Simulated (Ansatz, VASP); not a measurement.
## BaF2: VASP beside Ansatz

```
Ba F
1.0
     0.00000    3.10005    3.10005
     3.10005    0.00000    3.10005
     3.10005    3.10005    0.00000
Ba F
1 2
Direct
  0.00000 0.00000 0.00000
  0.25000 0.25000 0.25000
  0.75000 0.75000 0.75000
```

Alike in both runs: task single point; functional revPBE; k mesh 6 × 6 × 6; no spin polarisation.

|  | VASP | Ansatz |
| --- | --- | --- |
| version | VASP 6.6.1 | Ansatz 0.2.0 |
| potentials or method | VASP PAW PBE potentials, release 64 (Ba_sv, F), cutoff 600 eV | plane waves, PAW |
| occupations | gaussian, width 0.01 eV | fixed |
| valence electrons in the cell | 24 | 24 |

```csv
,VASP,Ansatz,Ansatz less VASP
gap on the k mesh at the Fermi level (eV),7.07,7.14,+0.072
pressure (GPa),4.4,3.4,-0.98
```

VASP's potentials were made for PBE, not for revPBE.

Neither program's run includes spin-orbit coupling.
